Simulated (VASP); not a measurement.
# MgO (Pm) in VASP: further runs

Aim: see how the results for MgO move with the level of theory and the settings. Levels: PBE, r2SCAN. Tasks: single point.

Program: VASP 6.6.1. These are calculated values, not measurements. Logs are shortened: lines on timing, memory, paths and dates and some standing lists are left out, and cuts for length are marked.

## Step 1: The cell of the first run

The structure is monoclinic, space group Pm (No. 6). Conventional cell: a = 2.938 Å, b = 2.680 Å, c = 2.938 Å, α = 90.00°, β = 120.00°, γ = 90.00°. Mg (site symmetry m) has 6 O at 2.14 to 2.18 Å and 2 Mg at 2.68 Å within 2.8 Å. O (site symmetry m) has 6 Mg at 2.14 to 2.18 Å and 2 O at 2.68 Å within 2.8 Å.

## Step 2: Single point, PBE (atoms moved at random)

INCAR

```
PREC = Accurate
ENCUT = 520
EDIFF = 1E-6
ISMEAR = -1
SIGMA = 0.05
LREAL = F
LASPH = T
NELM = 60
ALGO = Normal
ISIF = 2
LWAVE = F
LCHARG = F
GGA = PE
NBANDS = 11
```

KPOINTS

```
Automatic mesh
0
Gamma
  10 10 10
```

POSCAR

```
MgO
1.0
    2.9380209034      0.0000000000      0.0000000000
   -1.4690104517      2.5444007392      0.0000000000
    0.0000000000      0.0000000000      2.6796800000
Mg O
1 1
Direct
    0.0089360000      0.0030280000      0.0028050000
    0.3401990000      0.6577370000      0.5028030000
```

Potentials or basis: VASP PAW PBE potentials, release 64 (Mg, O).

Run with:

```console
$ cat potpaw_PBE.64/Mg/POTCAR potpaw_PBE.64/O/POTCAR > POTCAR
$ mpirun -np 1 vasp_std > vasp.out
```

OUTCAR:

```text
PREC = Accurate
   ENCUT = 520
   EDIFF = 1E-6
   ISMEAR = -1
   LREAL = F
   LASPH = T
   NELM = 60
   ISIF = 2
   GGA = PE

 ion  position               nearest neighbor table
   1  0.009  0.003  0.003-   2 2.14   2 2.14   2 2.17   2 2.17   2 2.18   2 2.18
   2  0.340  0.658  0.503-   1 2.14   1 2.14   1 2.17   1 2.17   1 2.18   1 2.18

  LATTYP: Found a hexagonal cell.
 ALAT       =     2.9380209034
 C/A-ratio  =     0.9120697531

  Lattice vectors:

 A1 = (   2.9380209034,   0.0000000000,   0.0000000000)
 A2 = (  -1.4690104517,   2.5444007392,   0.0000000000)
 A3 = (   0.0000000000,   0.0000000000,   2.6796800000)

Analysis of symmetry for initial positions (statically):
=====================================================================
 Subroutine PRICEL returns:
 Original cell was already a primitive cell.

 Routine SETGRP: Setting up the symmetry group for a
 hexagonal supercell.

 Subroutine GETGRP returns: Found  2 space group operations
 (whereof  1 operations were pure point group operations)
 out of a pool of 24 trial point group operations.

The static configuration has the point symmetry C_1 .
 The point group associated with its full space group is C_1h.

Analysis of symmetry for dynamics (positions and initial velocities):
=====================================================================
 Subroutine PRICEL returns:
 Original cell was already a primitive cell.

 Routine SETGRP: Setting up the symmetry group for a
 hexagonal supercell.

 Subroutine GETGRP returns: Found  2 space group operations
 (whereof  1 operations were pure point group operations)
 out of a pool of 24 trial point group operations.

The dynamic configuration has the point symmetry C_1 .
 The point group associated with its full space group is C_1h.

 Subroutine INISYM returns: Found  2 space group operations
 (whereof  1 operations are pure point group operations),
 and found     1 'primitive' translations

----------------------------------------------------------------------------------------

                                     Primitive cell

  volume of cell :      20.0320

  direct lattice vectors                    reciprocal lattice vectors
     2.938020903  0.000000000  0.000000000     0.340365175  0.196509926  0.000000000
    -1.469010452  2.544400739  0.000000000     0.000000000  0.393019851  0.000000000
     0.000000000  0.000000000  2.679680000     0.000000000  0.000000000  0.373178887

  length of vectors
     2.938020903  2.938020903  2.679680000     0.393019851  0.393019851  0.373178887

  position of ions in fractional coordinates (direct lattice)
     0.008936000  0.003028000  0.002805000
     0.340199000  0.657737000  0.502803000
[... 83 lines left out ...]
   ISIF   =      2    stress and relaxation
   ISYM   =      2    0-nonsym 1-usesym 2-fastsym
   POTIM  = 0.5000    time-step for ionic-motion
   TEBEG  =    0.0;   TEEND  =   0.0 temperature during run
   PSTRESS=    0.0 pullay stress
   NELECT =       8.0000    total number of electrons
   NUPDOWN=      -1.0000    fix difference up-down
   EMIN   =  10.00;   EMAX   =-10.00  energy-range for DOS
   EFERMI =   0.00;   METHOD = LEGACY
   ISMEAR =    -1;   SIGMA  =   0.05  broadening in eV -4-tet -1-fermi 0-gaus
   EFERMI_NEDOS =   21; number of points for ismear=-14 and -15
   IALGO  =     38    algorithm
   IMIX   =      4    mixing-type and parameters
     AMIX     =   0.40;   BMIX     =  1.00
     AMIX_MAG =   1.60;   BMIX_MAG =  1.00
  volume/ion in A,a.u.               =      10.02        67.59
  Fermi-wavevector in a.u.,A,eV,Ry     =   1.205583  2.278221 19.775115  1.453430
  Thomas-Fermi vector in A             =   2.341275
   LORBIT       =      0    0 simple, 1 ext, 2 COOP (PROOUT), +10 PAW based schemes
   GGA     = PE    functional components
   LHFCALC =     F    Hartree Fock is set to
   AEXX    =    0.0000 exact exchange contribution
   IVDW    =     0    specifies the selected vdW correction
   LEPSILON=     F    determine dielectric tensor
   LRPA    =     F    only Hartree local field effects (RPA)
 non-spin polarized calculation
  energy-cutoff  :      520.00
  volume of cell :       20.03
 maximum number of plane-waves:       562
 NGX is ok and might be reduce to    24
   NGX = 11   NGY = 11   NGZ =  9

 number of electron       7.9999998 magnetization

 Free energy of the ion-electron system (eV)
  ---------------------------------------------------
  ext. energy  EPLUGINS =         0.00000000
  ---------------------------------------------------
  free energy    TOTEN  =       -11.22857953 eV

  energy without entropy =      -11.22857953  energy(sigma->0) =      -11.22857953

 E-fermi :   4.3470     XC(G=0): -10.7335

 val. band max:        3.2974039083   @ k =   0.4000   0.3000   0.0000
 cond. band min:       6.3013186687   @ k =   0.0000   0.0000   0.0000
 fundamental gap:      3.0039147604
 Fermi energy:         4.3470481517

 k-point     1 :       0.0000    0.0000    0.0000
  band No.  band energies     occupation
      1     -14.1295      2.00000
      2       2.6816      2.00000
      3       2.7213      2.00000
      4       2.9013      2.00000
      5       6.3013      0.00000
      6      15.1722      0.00000
      7      18.8225      0.00000
      8      18.9156      0.00000
      9      23.1283      0.00000
     10      24.1768      0.00000
     11      25.6635      0.00000
[... 309 lines left out ...]
 k-point    24 :       0.1000    0.2000    0.0000
  band No.  band energies     occupation
      1     -13.5999      2.00000
      2       0.0634      2.00000
      3       2.1410      2.00000
      4       3.0856      2.00000
      5       8.9031      0.00000
      6      14.2056      0.00000
      7      17.1162      0.00000
      8      20.1138      0.00000
      9      23.2006      0.00000
     10      24.6809      0.00000
     11      26.3818      0.00000

 [... further k-points ...]
[... 5 lines left out ...]
  --------------------------------------------------------------------------------------
  -------------------------------------------------------------------------------------
  Total       -0.0755439     -0.0692225     -0.0766920     -0.0016901      0.0000000      0.0000000
  in kB       -6.0420788     -5.5364939     -6.1339080     -0.1351739      0.0000000      0.0000000
  external PRESSURE =      -5.9041602 kB  Pullay stress =       0.0000000 kB

 VOLUME and BASIS-vectors are now :
 -----------------------------------------------------------------------------
  energy-cutoff  :      520.00
  volume of cell :       20.03
      direct lattice vectors                 reciprocal lattice vectors
     2.938020903  0.000000000  0.000000000     0.340365175  0.196509926  0.000000000
    -1.469010452  2.544400739  0.000000000     0.000000000  0.393019851  0.000000000
     0.000000000  0.000000000  2.679680000     0.000000000  0.000000000  0.373178887

 POSITION                                       TOTAL-FORCE (eV/Angst)
 -----------------------------------------------------------------------------------
      0.02181      0.00770      0.00752         0.035016     -0.109821      0.000000
      0.03329      1.67355      1.34735        -0.035016      0.109821      0.000000
 -----------------------------------------------------------------------------------
    total drift:                               -0.000044      0.000166      0.006556

  FREE ENERGIE OF THE ION-ELECTRON SYSTEM (eV)
  ---------------------------------------------------
  free  energy   TOTEN  =       -11.2285795340 eV

  energy  without entropy=      -11.2285795340  energy(sigma->0) =      -11.22857953
```

OSZICAR:

```text
N       E                     dE             d eps       ncg     rms          rms(c)
DAV:   1     0.146132295203E+02    0.14613E+02   -0.45817E+03  7848   0.643E+02
DAV:   2    -0.123668866236E+02   -0.26980E+02   -0.26154E+02  7968   0.135E+02
DAV:   3    -0.129832224101E+02   -0.61634E+00   -0.61585E+00  8160   0.180E+01
DAV:   4    -0.129847871778E+02   -0.15648E-02   -0.15647E-02  7490   0.104E+00
DAV:   5    -0.129847927813E+02   -0.56034E-05   -0.56034E-05  8102   0.612E-02    0.738E+00
DAV:   6    -0.112794760714E+02    0.17053E+01   -0.99222E+00  6927   0.168E+01    0.241E+00
DAV:   7    -0.112462840613E+02    0.33192E-01   -0.77998E-02  7509   0.238E+00    0.139E+00
DAV:   8    -0.112289790647E+02    0.17305E-01   -0.37632E-02  7032   0.208E+00    0.266E-01
DAV:   9    -0.112286793785E+02    0.29969E-03   -0.27761E-04  8215   0.122E-01    0.194E-01
DAV:  10    -0.112285808447E+02    0.98534E-04   -0.71709E-04  7095   0.209E-01    0.134E-02
DAV:  11    -0.112285791597E+02    0.16850E-05   -0.13707E-05  7906   0.250E-02    0.654E-03
DAV:  12    -0.112285795340E+02   -0.37432E-06   -0.12487E-06  7201   0.871E-03
   1 F= -.11228580E+02 E0= -.11228580E+02  d E =-.467178E-10
```

stdout:

```text
POSCAR found type information on POSCAR MgO
 POSCAR found :  2 types and       2 ions
 scaLAPACK will be used
 LDA part: xc-table for (Slater+PW92), standard interpolation
 POSCAR, INCAR and KPOINTS ok, starting setup
 FFT: planning ... GRIDC
 FFT: planning ... GRID_SOFT
 FFT: planning ... GRID
 WAVECAR not read
 entering main loop
```

Wall time 17 s (1 thread of Intel Xeon 6975P-C (Granite Rapids), shared host); peak memory 0.19 GiB.

What came out:

- Free energy: -11.2286 eV
- Pressure: -0.6 GPa
- Largest force: 0.115 eV/Å
- Band gap on the k mesh: 3.00 eV, indirect (least direct gap 3.40 eV)

Forces on the atoms (eV/Å):
```
Mg   0.035 -0.110  0.000
O   -0.035  0.110  0.000
```

Levels at points of the mesh, in eV from the valence-band top:
```tsv
k point	band 1	band 2	band 3	band 4	band 5	band 6	band 7	band 8	band 9
(0.00, 0.00, 0.00)	-17.43	-0.62	-0.58	-0.40	3.00	11.87	15.53	15.62	19.83
(0.50, 0.00, 0.00)	-16.39	-4.87	-1.31	-0.04	6.61	10.53	13.08	17.80	18.86
(0.00, 0.50, 0.00)	-16.39	-4.88	-1.29	-0.05	6.54	10.52	13.18	17.81	18.93
(0.50, 0.50, 0.00)	-16.40	-4.86	-1.32	-0.04	6.65	10.54	13.03	17.80	18.83
(0.00, 0.00, 0.50)	-16.36	-5.34	-0.13	-0.05	8.28	9.01	17.53	17.60	18.41
(0.50, 0.00, 0.50)	-15.64	-3.70	-3.34	-0.82	5.82	11.41	13.96	14.85	15.25
(0.00, 0.50, 0.50)	-15.64	-3.71	-3.36	-0.79	5.90	11.45	13.79	14.89	15.21
(0.50, 0.50, 0.50)	-15.64	-3.70	-3.32	-0.84	5.77	11.40	14.10	14.83	15.23
```

Caveat: the cell differs from its parent crystal (atoms moved at random). A k mesh can miss the band edges.

## Step 3: Single point, r2SCAN

POSCAR is that of step 2.

INCAR.step1

```
PREC = Accurate
ENCUT = 520
ISMEAR = 0
SIGMA = 0.1
LREAL = False
LASPH = True
NELM = 80
NBANDS = 11
GGA = PE
ALGO = Normal
EDIFF = 1E-4
LWAVE = True
LCHARG = False
```

INCAR.step2

```
PREC = Accurate
ENCUT = 520
EDIFF = 1E-6
ISMEAR = 0
SIGMA = 0.1
LREAL = False
LASPH = True
NELM = 80
ALGO = Normal
ISIF = 2
LWAVE = False
LCHARG = True
METAGGA = R2SCAN
LMIXTAU = True
LELF = True
LVHAR = True
NBANDS = 11
ISTART = 1
```

KPOINTS

```
Automatic mesh
0
Gamma
  9 9 9
```

Potentials or basis: VASP PAW PBE potentials, release 64 (Mg, O).

Run with:

```console
$ cat potpaw_PBE.64/Mg/POTCAR potpaw_PBE.64/O/POTCAR > POTCAR
$ cp INCAR.step1 INCAR
$ mpirun -np 1 vasp_std > vasp.out
$ cp INCAR.step2 INCAR
$ mpirun -np 1 vasp_std > vasp.out
```

Wall time 40 s (1 thread of Intel Xeon 6975P-C (Granite Rapids), shared host); peak memory 0.17 GiB.

Results (log left out):

| Property | Result |
| --- | --- |
| Free energy | -15.3956 eV |
| Pressure | -6.2 GPa |
| Largest force | 0.112 eV/Å |
| Band gap on the k mesh | 3.76 eV, indirect (least direct gap 4.17 eV) |

Forces in eV/Å, atoms in the order of the input:
```
Mg   0.034 -0.107  0.000
O   -0.034  0.107  0.000
```

Stress tensor (GPa, compression positive):
```
-5.74 -0.06  0.00
-0.06 -5.91  0.00
 0.00  0.00 -6.85
```

Levels at points of the mesh, in eV from the valence-band top:
| k point | band 2 | band 3 | band 4 | band 5 | band 6 | band 7 |
| --- | --- | --- | --- | --- | --- | --- |
| (0.00, 0.00, 0.00) | -0.64 | -0.60 | -0.41 | 3.76 | 12.88 | 16.52 |

Caveat: the PAW data sets were made with another functional, which shifts forces and pressure a little.
